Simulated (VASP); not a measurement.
Wanted: the native input for a VASP 6.6.1 run.

| Item | Value |
| --- | --- |
| Task | single point |
| Functional | PBE |
| Potentials or basis | VASP PAW PBE potentials, release 64 (K_sv, Lu, N) |
| Cutoff | 520 eV |
| k mesh | 12 × 12 × 6 |
| Occupations | gaussian, width 0.1 eV |
| Spin | no spin polarisation |
| Dipole correction | no |
| Further INCAR settings | ALGO = Normal; EDIFF = 1e-06; NBANDS = 40 |

The structure of K3LuN2 lies in POSCAR:

```
K3LuN2
1.0
    4.4282902592      0.0000000000      0.0000000000
   -2.2141451296      3.8350118598      0.0000000000
    0.0000000000      0.0000000000      6.8230644566
K Lu N
3 1 2
Direct
    0.3333333333      0.6666666667      0.5000000000
    0.6666666667      0.3333333333      0.0000000000
    0.6666666667      0.3333333333      0.5000000000
    0.3333333333      0.6666666667      0.0000000000
    0.0000000000      0.0000000000      0.2109542538
    0.0000000000      0.0000000000      0.7890457462
```

One way to write it, as run:

INCAR

```
PREC = Accurate
ENCUT = 520
EDIFF = 1E-6
ISMEAR = 0
SIGMA = 0.1
LREAL = F
LASPH = T
NELM = 80
ALGO = Normal
ISIF = 2
LWAVE = F
LCHARG = F
GGA = PE
NBANDS = 40
```

KPOINTS

```
Automatic mesh
0
Gamma
  12 12 6
```

Potentials or basis: VASP PAW PBE potentials, release 64 (K_sv, Lu, N).

Run with:

```bash
$ cat potpaw_PBE.64/K_sv/POTCAR potpaw_PBE.64/Lu/POTCAR potpaw_PBE.64/N/POTCAR > POTCAR
$ mpirun -np 1 vasp_std > vasp.out
```

Results of the run:

- Pressure: 0.5 GPa
- Largest force: 0.006 eV/Å
- Band gap on the k mesh: zero (band 31 reaches 3.30 eV, above the bottom of band 32 at 3.06 eV)

Caveat: spin-orbit coupling is left out, which moves the levels of the heavy elements.

Run time: 3.4 min on 1 thread of Intel(R) Xeon(R) 6975P-C (Granite Rapids), on a shared host, peak memory 0.48 GiB.
